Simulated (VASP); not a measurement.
Runs of VASP 6.6.1 on BaTlBr3. The structure is that of space group Pm-3m (No. 221), or close to it. The cells are those of the table. 

```csv
level,cell,gap on the mesh (eV),pressure (GPa)
r2SCAN,"a = 6.291 Å, 5 atoms",3.40,-0.2
PBE,"a = 6.212 Å, 5 atoms",2.99,0.7
r2SCAN,"a = 6.102 Å, 5 atoms",3.49,1.5
r2SCAN,"a = 6.166 Å, 5 atoms",3.46,(c)
PBE,"a = 6.229 Å, 5 atoms",2.98,0.6
PBE,"a = 6.147 Å, 5 atoms",3.02,(b)
PBE,"a = 6.275 Å, 5 atoms",(a),0.2
PBE,"a = 6.398 Å, 5 atoms",2.89,-0.6
```

Alike in all rows: task single point; potentials or basis VASP PAW PBE potentials, release 64 (Tl_d, Ba_sv, Br); no spin polarisation; k mesh 4 × 4 × 4; cutoff (eV) 520; smearing gaussian 0.01 eV.

**Question.** Estimate the missing entries.

**Answer.** (a) 2.96; (b) 1.3; (c) 0.8.

Caveats: spin-orbit coupling is left out, which moves the levels of the heavy elements; the PAW data sets were made with another functional, which shifts forces and pressure a little (at least some runs).

A k mesh can miss the band edges, and the runs leave out spin-orbit coupling on Ba, Br, Tl.
